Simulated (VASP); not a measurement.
# MoOs2 (Immm) in VASP: further runs, part 2 of 2

VASP 6.6.1. Earlier steps stand in the parts before.

### 3 Single point, PBE

This run uses another cell than the first one: it holds 6 atoms, not 3.

INCAR reads:

```
SYSTEM = MoOs2
PREC = Accurate
ENCUT = 600
EDIFF = 1E-6
ISMEAR = 0
SIGMA = 0.1
LREAL = .False.
LASPH = .True.
NELM = 120
ALGO = Normal
ISIF = 2
LWAVE = .False.
LCHARG = .False.
GGA = PE
NBANDS = 39
GGA_COMPAT = .False.
```

KPOINTS reads:

```
Automatic mesh
0
Gamma
  4 4 6
  0 0 0
```

POSCAR reads:

```
MoOs2
1.0
    2.7635553648      0.0000000000      0.0000000000
    0.0000000000      8.2751894175      0.0000000000
    0.0000000000      0.0000000000      3.8934826247
Mo Os
2 4
Direct
    0.0000000000      0.0000000000      0.0000000000
    0.5000000000      0.5000000000      0.5000000000
   -0.0000237091      0.3314258100      0.0000000000
    1.0000237091      0.6685741900      0.0000000000
    0.4999762909      0.1685741900      0.5000000000
    0.5000237091      0.8314258100      0.5000000000
```

Potentials or basis: VASP PAW PBE potentials, release 64 (Mo_sv, Os).

Command:

```
$ cat potpaw_PBE.64/Mo_sv/POTCAR potpaw_PBE.64/Os/POTCAR > POTCAR
$ mpirun -np 1 vasp_std > vasp.out
```

OUTCAR:

```text
SYSTEM = MoOs2
   PREC = Accurate
   ENCUT = 600
   EDIFF = 1E-6
   ISMEAR = 0
   LREAL = .False.
   LASPH = .True.
   NELM = 120
   ISIF = 2
   GGA = PE

 ion  position               nearest neighbor table
   1  0.000  0.000  0.000-   3 2.74   4 2.74   5 2.76   6 2.76   5 2.76   6 2.76   6 2.77   6 2.77
                             5 2.77   5 2.77
   2  0.500  0.500  0.500-   5 2.74   6 2.74   3 2.76   4 2.76   3 2.76   4 2.76   4 2.77   4 2.77
                             3 2.77   3 2.77
   3  1.000  0.331  0.000-   5 2.74   5 2.74   5 2.74   5 2.74   1 2.74   2 2.76   2 2.76   2 2.77
                             2 2.77   4 2.79
   4  0.000  0.669  0.000-   6 2.74   6 2.74   6 2.74   6 2.74   1 2.74   2 2.76   2 2.76   2 2.77
                             2 2.77   3 2.79
   5  0.500  0.169  0.500-   3 2.74   3 2.74   3 2.74   3 2.74   2 2.74   1 2.76   1 2.76   1 2.77
                             1 2.77   6 2.79
   6  0.500  0.831  0.500-   4 2.74   4 2.74   4 2.74   4 2.74   2 2.74   1 2.76   1 2.76   1 2.77
                             1 2.77   5 2.79

  LATTYP: Found a simple orthorhombic cell.
 ALAT       =     2.7635553648
 B/A-ratio  =     1.4088672419
 C/A-ratio  =     2.9943997225

  Lattice vectors:

 A1 = (  -2.7635553648,   0.0000000000,   0.0000000000)
 A2 = (   0.0000000000,   0.0000000000,   3.8934826247)
 A3 = (   0.0000000000,   8.2751894175,   0.0000000000)

Analysis of symmetry for initial positions (statically):
=====================================================================
 Subroutine PRICEL returns:
 Original cell was already a primitive cell.

 Routine SETGRP: Setting up the symmetry group for a
 simple orthorhombic supercell.

 Subroutine GETGRP returns: Found  8 space group operations
 (whereof  4 operations were pure point group operations)
 out of a pool of  8 trial point group operations.

The static configuration has the point symmetry C_2h.
 The point group associated with its full space group is D_2h.

Analysis of symmetry for dynamics (positions and initial velocities):
=====================================================================
 Subroutine PRICEL returns:
 Original cell was already a primitive cell.

 Routine SETGRP: Setting up the symmetry group for a
 simple orthorhombic supercell.

 Subroutine GETGRP returns: Found  8 space group operations
 (whereof  4 operations were pure point group operations)
 out of a pool of  8 trial point group operations.

The dynamic configuration has the point symmetry C_2h.
 The point group associated with its full space group is D_2h.

 Subroutine INISYM returns: Found  8 space group operations
 (whereof  4 operations are pure point group operations),
 and found     1 'primitive' translations

----------------------------------------------------------------------------------------

                                     Primitive cell

  volume of cell :      89.0398

  direct lattice vectors                    reciprocal lattice vectors
     2.763555365  0.000000000  0.000000000     0.361852711  0.000000000  0.000000000
     0.000000000  8.275189418  0.000000000     0.000000000  0.120843155  0.000000000
     0.000000000  0.000000000  3.893482625     0.000000000  0.000000000  0.256839466

[... 49 lines left out ...]
  0.250000  0.000000  0.000000      2.000000
  0.500000  0.000000  0.000000      1.000000
  0.000000  0.250000  0.000000      2.000000
  0.250000  0.250000  0.000000      4.000000
  0.500000  0.250000  0.000000      2.000000
[... 16 lines left out ...]
  0.250000  0.250000  0.333333      8.000000
  0.500000  0.250000  0.333333      4.000000
 [... further k-points ...]
   k-points           NKPTS =     36   k-points in BZ     NKDIM =     36   number of bands    NBANDS=     39
   number of dos      NEDOS =    301   number of ions     NIONS =      6
   total plane-waves  NPLWV =  53760
   dimension x,y,z NGX =    24 NGY =   70 NGZ =   32
   dimension x,y,z NGXF=    48 NGYF=  140 NGZF=   64
   ions per type =               2   4
   NGX,Y,Z   is equivalent  to a cutoff of  14.44, 14.06, 13.66 a.u.
   NGXF,Y,Z  is equivalent  to a cutoff of  28.88, 28.13, 27.33 a.u.
 SYSTEM =  MoOs2
   PREC   = accura    normal or accurate (medium, high low for compatibility)
   ISTART =      0    job   : 0-new  1-cont  2-samecut
   ICHARG =      2    charge: 1-file 2-atom 10-const
   ISPIN  =      1    spin polarized calculation?
   LNONCOLLINEAR =      F non collinear calculations
   LSORBIT =      F    spin-orbit coupling
   LASPH  =      T    aspherical Exc in radial PAW
   ENCUT  =  600.0 eV  44.10 Ry    6.64 a.u.   5.52 16.53  7.78*2*pi/ulx,y,z
   NELM   =    120;   NELMIN=  2; NELMDL= -5     # of ELM steps
   EDIFF  = 0.1E-05   stopping-criterion for ELM
   LREAL  =      F    real-space projection
   EDIFFG = 0.1E-04   stopping-criterion for IOM
   NSW    =      0    number of steps for IOM
   IBRION =     -1    ionic relax: 0-MD 1-quasi-New 2-CG
   NFREE  =      0    steps in history (QN), initial steepest desc. (CG)
   ISIF   =      2    stress and relaxation
   ISYM   =      2    0-nonsym 1-usesym 2-fastsym
   POTIM  = 0.5000    time-step for ionic-motion
   TEBEG  =    0.0;   TEEND  =   0.0 temperature during run
   PSTRESS=    0.0 pullay stress
   NELECT =      60.0000    total number of electrons
   NUPDOWN=      -1.0000    fix difference up-down
   EMIN   =  10.00;   EMAX   =-10.00  energy-range for DOS
   EFERMI =   0.00;   METHOD = LEGACY
   ISMEAR =     0;   SIGMA  =   0.10  broadening in eV -4-tet -1-fermi 0-gaus
   EFERMI_NEDOS =   21; number of points for ismear=-14 and -15
   IALGO  =     38    algorithm
   IMIX   =      4    mixing-type and parameters
     AMIX     =   0.40;   BMIX     =  1.00
     AMIX_MAG =   1.60;   BMIX_MAG =  1.00
  volume/ion in A,a.u.               =      14.84       100.15
  Fermi-wavevector in a.u.,A,eV,Ry     =   1.435260  2.712247 28.027595  2.059970
  Thomas-Fermi vector in A             =   2.554578
   LORBIT       =      0    0 simple, 1 ext, 2 COOP (PROOUT), +10 PAW based schemes
   GGA     = PE    functional components
   LHFCALC =     F    Hartree Fock is set to
   AEXX    =    0.0000 exact exchange contribution
   IVDW    =     0    specifies the selected vdW correction
   LEPSILON=     F    determine dielectric tensor
   LRPA    =     F    only Hartree local field effects (RPA)
 non-spin polarized calculation
 Gauss-broadening in eV      SIGMA  =   0.10
  energy-cutoff  :      600.00
  volume of cell :       89.04
 maximum number of plane-waves:      3006
 NGX is ok and might be reduce to    24

 number of electron      59.9999994 magnetization

 Free energy of the ion-electron system (eV)
  ---------------------------------------------------
  ext. energy  EPLUGINS =         0.00000000
  ---------------------------------------------------
  free energy    TOTEN  =       -66.13794859 eV

  energy without entropy =      -66.10332255  energy(sigma->0) =      -66.12063557

 E-fermi :  10.0023     XC(G=0): -13.7006

 val. band max:        9.9958136930   @ k =   0.0000   0.2500   0.1667
 cond. band min:      10.0183465336   @ k =   0.2500   0.2500   0.0000
 fundamental gap:      0.0225328406
 Fermi energy:        10.0022861431

 k-point     1 :       0.0000    0.0000    0.0000
  band No.  band energies     occupation
      1     -50.9543      2.00000
      2     -50.9521      2.00000
      3     -25.0627      2.00000
      4     -25.0615      2.00000
      5     -25.0583      2.00000
      6     -25.0471      2.00000
[... 997 lines left out ...]
     38      13.4148      0.00000
     39      14.2287      0.00000

 [... further k-points ...]

------------------------ aborting loop because EDIFF is reached ----------------------------------------

  FORCE on cell =-STRESS in cart. coord.  units (eV):
  Direction    XX          YY          ZZ          XY          YZ          ZX
  --------------------------------------------------------------------------------------
  -------------------------------------------------------------------------------------
  Total        0.1327152      0.3197246      0.1041752     -0.0000000      0.0000000      0.0000000
  in kB        2.3880685      5.7531045      1.8745216     -0.0000000      0.0000000      0.0000000
  external PRESSURE =       3.3385648 kB  Pullay stress =       0.0000000 kB

 VOLUME and BASIS-vectors are now :
 -----------------------------------------------------------------------------
  energy-cutoff  :      600.00
  volume of cell :       89.04
      direct lattice vectors                 reciprocal lattice vectors
     2.763555365  0.000000000  0.000000000     0.361852711  0.000000000  0.000000000
     0.000000000  8.275189418  0.000000000     0.000000000  0.120843155  0.000000000
     0.000000000  0.000000000  3.893482625     0.000000000  0.000000000  0.256839466

 POSITION                                       TOTAL-FORCE (eV/Angst)
 -----------------------------------------------------------------------------------
      0.00000      0.00000      0.00000         0.000000     -0.000000      0.000000
      1.38178      4.13759      1.94674         0.000000     -0.000000      0.000000
      2.76349      2.74261      0.00000         0.000279     -0.007238     -0.000000
      0.00007      5.53258      0.00000        -0.000279      0.007238      0.000000
      1.38171      1.39498      1.94674         0.000279      0.007238     -0.000000
      1.38184      6.88021      1.94674        -0.000279     -0.007238      0.000000
 -----------------------------------------------------------------------------------
    total drift:                                0.000000     -0.000000     -0.000000

  FREE ENERGIE OF THE ION-ELECTRON SYSTEM (eV)
  ---------------------------------------------------
  free  energy   TOTEN  =       -66.1379485853 eV

  energy  without entropy=      -66.1033225461  energy(sigma->0) =      -66.12063557
```

Wall time 62 s (1 thread of Intel Xeon 6975P-C (Granite Rapids), shared host); peak memory 0.29 GiB.

Results:

* Free energy: -66.1379 eV
* Pressure: 0.3 GPa
* Largest force: 0.007 eV/Å
* Band gap on the k mesh: zero (bands 30 and 31 overlap by 2.07 eV)

Forces on the atoms (eV/Å):
```
Mo   0.000  0.000  0.000
Mo   0.000  0.000  0.000
Os   0.000 -0.007  0.000
Os   0.000  0.007  0.000
Os   0.000  0.007  0.000
Os   0.000 -0.007  0.000
```

Stress tensor (GPa, compression positive):
```
0.24 0.00 0.00
0.00 0.58 0.00
0.00 0.00 0.19
```

Levels at points of the mesh, in eV from the Fermi level:
```tsv
k point	band 26	band 27	band 28	band 29	band 30	band 31	band 32	band 33	band 34	band 35
(0.00, 0.00, 0.00)	-1.48	-1.43	-1.03	-0.42	-0.32	-0.28	-0.10	0.79	1.39	1.51
(0.50, 0.00, 0.00)	-0.42	0.34	0.34	0.42	0.42	1.97	1.97	2.40	2.40	2.92
(0.00, 0.50, 0.00)	-1.63	-0.94	-0.94	0.11	0.11	0.15	0.15	0.50	0.50	0.82
(0.50, 0.50, 0.00)	0.15	0.93	0.93	0.94	0.94	1.94	1.94	2.89	2.89	2.94
(0.00, 0.00, 0.50)	-1.69	-1.23	-1.23	-1.10	-1.10	-0.08	-0.08	-0.05	-0.05	1.52
(0.50, 0.00, 0.50)	-2.01	-0.62	-0.62	0.45	0.45	0.50	0.50	2.06	2.06	2.67
(0.00, 0.50, 0.50)	-1.49	-1.35	-1.35	-0.45	-0.45	0.47	0.47	0.82	0.82	1.63
(0.50, 0.50, 0.50)	-1.49	-1.41	-1.41	-0.74	-0.74	0.13	0.13	2.46	2.46	2.80
```

Caveat: the k points lie up to 0.57 Å⁻¹ apart, too coarse for converged energies and pressures of a metal; spin-orbit coupling is left out, which moves the levels of the heavy elements.

### 4 Relaxation of cell and atoms, PBE

INCAR reads:

```
PREC = Accurate ; ENCUT = 600
EDIFF = 1E-7 ; ISMEAR = 0
SIGMA = 0.1 ; LREAL = False
LASPH = True ; NELM = 120
ALGO = Normal ; ISIF = 3
LWAVE = False ; LCHARG = False
GGA = PE ; IBRION = 2
NSW = 90 ; EDIFFG = -0.04
GGA_COMPAT = False ; NELMIN = 4
```

KPOINTS reads:

```
Automatic mesh
0
Gamma
  8 8 8
```

POSCAR reads:

```
MoOs2
1.0
   -1.3817776824      1.9467413124      4.1375947088
    1.3817776824     -1.9467413124      4.1375947088
    1.3817776824      1.9467413124     -4.1375947088
Mo Os
1 2
Direct
    0.0000000000      0.0000000000      0.0000000000
    0.6685741900      0.6685741900      0.0000000000
    0.3314258100      0.3314258100      0.0000000000
```

Command:

```
$ cat potpaw_PBE.64/Mo_sv/POTCAR potpaw_PBE.64/Os/POTCAR > POTCAR
$ mpirun -np 1 vasp_std > vasp.out
```

It took 4.6 min on 1 thread of Intel Xeon 6975P-C (Granite Rapids), shared host; peak memory 0.31 GiB.

The run converged. Its results:

- Free energy: -33.1177 eV
- Relaxed volume: 14.86 Å³/atom
- Relaxed cell: a = 4.795 Å, b = 4.795 Å, c = 4.795 Å, α = 146.61°, β = 132.17°, γ = 59.58°
- Space group after relaxing (to 0.1 Å): Immm (No. 71)
- Energy gained by relaxing: 1.5 meV/atom
- Ionic steps: 6
- Pressure after relaxing: -0.1 GPa
- Largest force after relaxing: 0.003 eV/Å
- Band gap on the k mesh: zero (bands 15 and 16 overlap by 2.24 eV)

Forces in eV/Å, atoms in the order of the input:
```
Mo   0.000  0.000  0.000
Os   0.000  0.000 -0.003
Os   0.000  0.000  0.003
```

Stress tensor (GPa, compression positive):
```
-0.24  0.00  0.00
 0.00 -0.02  0.00
 0.00  0.00 -0.12
```

Step by step:
```csv
step,energy change (eV),largest force (eV/Å),pressure (GPa),volume (Å³)
1,0.0000,0.1528,0.12,44.52
2,-0.0023,0.0819,-0.32,44.59
3,-0.0035,0.1059,-0.18,44.56
4,-0.0043,0.0396,0.58,44.47
5,-0.0043,0.0324,0.65,44.46
6,-0.0046,0.0034,-0.13,44.57
```

Final structure:
```
Mo Os
1.0
    -1.37747    1.94394    4.16135
     1.37747   -1.94394    4.16135
     1.37747    1.94394   -4.16135
Mo Os
1 2
Cartesian
  1.3775 1.9439 4.1614
  0.0000 0.0000 5.5786
  1.3775 1.9439 -1.4172
```

Levels at points of the mesh, in eV from the Fermi level:
```csv
k point,band 11,band 12,band 13,band 14,band 15,band 16,band 17,band 18,band 19
"(0.00, 0.00, 0.00)",-2.33,-2.26,-1.92,-1.52,-0.19,-0.09,0.80,1.45,1.57
"(0.50, 0.00, 0.00)",-2.46,-2.39,-1.43,-1.36,-0.34,0.40,0.87,1.59,1.66
"(0.00, 0.50, 0.00)",-3.32,-2.63,0.13,0.87,0.95,1.91,2.91,2.96,3.47
"(0.50, 0.50, 0.00)",-2.80,-2.32,-2.05,-0.63,0.50,0.55,2.05,2.71,3.07
"(0.50, 0.50, 0.50)",-2.25,-1.53,-1.48,-0.94,-0.32,-0.27,1.56,2.90,3.04
```

Caveat: spin-orbit coupling is left out, which moves the levels of the heavy elements.

### 5 Summary

| task | cell | k mesh | gap on the mesh (eV) | pressure (GPa) | largest force (eV/Å) |
| --- | --- | --- | --- | --- | --- |
| single point | a = 4.795 Å, angles 146.6, 132.2, 59.6°, 3 atoms, atomic positions A | 8 × 8 × 8 | none | 0.1 | 0.03 |
| single point | a = 2.764, b = 8.275, c = 3.893 Å, 6 atoms, atomic positions B | 4 × 4 × 6 | none | 0.3 | 0.01 |
| relaxation of cell and atoms | relaxed from a = 4.777 Å, angles 146.4, 131.9, 60.0°, 3 atoms, atomic positions A | 8 × 8 × 8 | none | -0.1 | - |

Alike in all rows: level PBE; potentials or basis VASP PAW PBE potentials, release 64 (Mo_sv, Os); no spin polarisation; cutoff (eV) 600; smearing gaussian 0.1 eV.

Caveats: some runs use coarse meshes; spin-orbit coupling is left out, which moves the levels of the heavy elements.

Absolute energies hang on the potentials; compare differences alone.
